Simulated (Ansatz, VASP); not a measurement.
**TiGeSe4 in VASP and in Ansatz**

```xyz
6
Lattice="3.1576 0.0000 0.0000 0.0000 3.1576 0.0000 0.0000 0.0000 14.3840" Properties=species:S:1:pos:R:3 pbc="T T T"
Ti    1.5788    1.5788    7.1920
Ge    0.0000    0.0000    0.0000
Se    1.5788    1.5788    1.8357
Se    0.0000    0.0000    8.7533
Se    0.0000    0.0000    5.6308
Se    1.5788    1.5788   12.5484
```

Change from the starting cell: species swapped into the Ti4CuAg type (P4/mmm, No. 123).

Alike in both runs: functional PBE; k mesh 12 × 12 × 4; occupations gaussian, width 0.1 eV; no spin polarisation.

Ansatz relaxed the structure, and its values are those at the end. VASP's run is a single point on that final structure, the one shown.

|  | VASP | Ansatz |
| --- | --- | --- |
| version | VASP 6.6.1 | Ansatz 0.2.0 |
| potentials or method | VASP PAW PBE potentials, release 64 (Ti_sv, Ge_d, Se), cutoff 520 eV | scalar-relativistic, plane waves, PAW |
| valence electrons in the cell | 50 | 90 |

```csv
,VASP,Ansatz,Ansatz less VASP
gap on the k mesh at the Fermi level (eV),none,none,-
pressure (GPa),0.1,0.0,-0.06
rms of the force components (eV/Å),0.003,0.002,-0.0015
```

A gap of «none» marks a metal or a gap that the smearing closes. With one functional, cell and mesh, what is left measures potentials, basis and numerics. VASP's potentials hold 50 valence electrons a cell and Ansatz's 90, so a difference there can come from the potentials and not from the codes.
